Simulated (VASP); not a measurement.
# CsPbBr3 (Pm-3m) in VASP: a series of runs, part 3 of 3

VASP 6.6.1. Earlier steps stand in the parts before.

**5. Single point, PBEsol**

This run uses another cell than the first one, of 40.45 Å³/atom, 0.980 times its volume.

Contents of INCAR:

```
SYSTEM = CsPbBr3
PREC = Accurate
ENCUT = 520
EDIFF = 1E-6
ISMEAR = -1
SIGMA = 0.03
LREAL = .False.
LASPH = .True.
NELM = 80
ALGO = Normal
ISIF = 2
LWAVE = .False.
LCHARG = .True.
GGA = PS
LELF = .True.
LVHAR = .True.
NBANDS = 30
```

Contents of KPOINTS:

```
regular mesh
0
Gamma
  3 3 3
  0 0 0
```

Contents of POSCAR:

```
CsPbBr3
1.0
    5.8700000000      0.0000000000      0.0000000000
    0.0000000000      5.8700000000      0.0000000000
    0.0000000000      0.0000000000      5.8700000000
Pb Cs Br
1 1 3
Direct
    0.5000000000      0.5000000000      0.5000000000
    0.0000000000      0.0000000000      0.0000000000
    0.5000000000      0.5000000000      0.0000000000
    0.5000000000      0.0000000000      0.5000000000
    0.0000000000      0.5000000000      0.5000000000
```

Potentials or basis: VASP PAW PBE potentials, release 64 (Pb_d, Cs_sv, Br).

Command:

```sh
$ cat potpaw_PBE.64/Pb_d/POTCAR potpaw_PBE.64/Cs_sv/POTCAR potpaw_PBE.64/Br/POTCAR > POTCAR
$ mpirun -np 1 vasp_std > vasp.out
```

OUTCAR:

```text
SYSTEM = CsPbBr3
   PREC = Accurate
   ENCUT = 520
   EDIFF = 1E-6
   ISMEAR = -1
   LREAL = .False.
   LASPH = .True.
   NELM = 80
   ISIF = 2
   GGA = PS

 ion  position               nearest neighbor table
   1  0.500  0.500  0.500-   3 2.94   4 2.94   5 2.94   3 2.94   4 2.94   5 2.94
   2  0.000  0.000  0.000-
   3  0.500  0.500  0.000-   1 2.94   1 2.94
   4  0.500  0.000  0.500-   1 2.94   1 2.94
   5  0.000  0.500  0.500-   1 2.94   1 2.94

  LATTYP: Found a simple cubic cell.
 ALAT       =     5.8700000000

  Lattice vectors:

 A1 = (   5.8700000000,   0.0000000000,   0.0000000000)
 A2 = (   0.0000000000,   5.8700000000,   0.0000000000)
 A3 = (   0.0000000000,   0.0000000000,   5.8700000000)

Analysis of symmetry for initial positions (statically):
=====================================================================
 Subroutine PRICEL returns:
 Original cell was already a primitive cell.

 Routine SETGRP: Setting up the symmetry group for a
 simple cubic supercell.

[... 150 lines left out ...]

 E-fermi :   0.5963     XC(G=0):  -7.8190

 val. band max:       -0.1097277161   @ k =   0.3333   0.3333   0.3333
 cond. band min:       3.8167814892   @ k =   0.3333   0.3333   0.3333
 fundamental gap:      3.9265092053
 Fermi energy:         0.5963274622

 k-point     1 :       0.0000    0.0000    0.0000
  band No.  band energies     occupation
      1     -20.2551      2.00000
      2     -15.5772      2.00000
      3     -15.5772      2.00000
      4     -15.4001      2.00000
      5     -15.4001      2.00000
      6     -15.4001      2.00000
[... 121 lines left out ...]
     29       6.8402      0.00000
     30       7.3008      0.00000

------------------------ aborting loop because EDIFF is reached ----------------------------------------

  FORCE on cell =-STRESS in cart. coord.  units (eV):
  Direction    XX          YY          ZZ          XY          YZ          ZX
  --------------------------------------------------------------------------------------
  -------------------------------------------------------------------------------------
  Total       -0.3858328     -0.3858328     -0.3858328     -0.0000000     -0.0000000      0.0000000
  in kB       -3.0562961     -3.0562961     -3.0562961     -0.0000000     -0.0000000      0.0000000
  external PRESSURE =      -3.0562961 kB  Pullay stress =       0.0000000 kB

 VOLUME and BASIS-vectors are now :
 -----------------------------------------------------------------------------
  energy-cutoff  :      520.00
  volume of cell :      202.26
      direct lattice vectors                 reciprocal lattice vectors
     5.870000000  0.000000000  0.000000000     0.170357751  0.000000000  0.000000000
     0.000000000  5.870000000  0.000000000     0.000000000  0.170357751  0.000000000
     0.000000000  0.000000000  5.870000000     0.000000000  0.000000000  0.170357751

 POSITION                                       TOTAL-FORCE (eV/Angst)
 -----------------------------------------------------------------------------------
      2.93500      2.93500      2.93500         0.000000      0.000000      0.000000
      0.00000      0.00000      0.00000         0.000000      0.000000      0.000000
      2.93500      2.93500      0.00000         0.000000      0.000000      0.000000
      2.93500      0.00000      2.93500         0.000000      0.000000      0.000000
      0.00000      2.93500      2.93500         0.000000      0.000000      0.000000
 -----------------------------------------------------------------------------------
    total drift:                                0.000000     -0.000000     -0.000000

  FREE ENERGIE OF THE ION-ELECTRON SYSTEM (eV)
  ---------------------------------------------------
  free  energy   TOTEN  =       -16.9396640356 eV

  energy  without entropy=      -16.9396640355  energy(sigma->0) =      -16.93966404
```

Wall time 20 s (1 thread of AMD EPYC 9R45 (Zen 5), shared host); peak memory 0.29 GiB.

Results:

```yaml
Free_energy: -16.9397 eV
Pressure: -0.3 GPa
Band_gap_on_the_k_mesh: 3.93 eV, direct
```

Levels at points of the mesh, in eV from the valence-band top:
| k point | band 18 | band 19 | band 20 | band 21 | band 22 | band 23 | band 24 | band 25 | band 26 | band 27 |
| --- | --- | --- | --- | --- | --- | --- | --- | --- | --- | --- |
| (0.00, 0.00, 0.00) | -0.87 | -0.87 | -0.76 | -0.76 | -0.76 | 4.18 | 5.32 | 5.32 | 6.07 | 6.07 |

Caveat: the PAW data sets were made with another functional, which shifts forces and pressure a little; spin-orbit coupling is left out, which moves the levels of the heavy elements. A k mesh can miss the band edges.

**6. The runs side by side**

| level | potentials or basis | cell | k mesh | smearing | gap on the mesh (eV) | pressure (GPa) |
| --- | --- | --- | --- | --- | --- | --- |
| LDA | VASP PAW LDA potentials, release 64 (Pb_d, Cs_sv, Br) | a = 5.909 Å, 5 atoms | 5 × 5 × 5 | fermi-dirac 0.05 eV | 2.55 | -1.5 |
| LDA | VASP PAW LDA potentials, release 64 (Pb_d, Cs_sv, Br) | a = 5.947 Å, 5 atoms | 5 × 5 × 5 | fermi-dirac 0.05 eV | 2.58 | -1.9 |
| LDA | VASP PAW LDA potentials, release 64 (Pb_d, Cs_sv, Br) | a = 5.985 Å, 5 atoms | 5 × 5 × 5 | fermi-dirac 0.05 eV | 2.60 | -2.2 |
| PBEsol | VASP PAW PBE potentials, release 64 (Pb_d, Cs_sv, Br) | a = 5.870 Å, 5 atoms | 3 × 3 × 3 | fermi-dirac 0.03 eV | 3.93 | -0.3 |

Alike in all rows: task single point; no spin polarisation; cutoff (eV) 520.

Caveats: spin-orbit coupling is left out, which moves the levels of the heavy elements; the PAW data sets were made with another functional, which shifts forces and pressure a little (some runs).

Absolute energies hang on the potentials; compare differences alone.
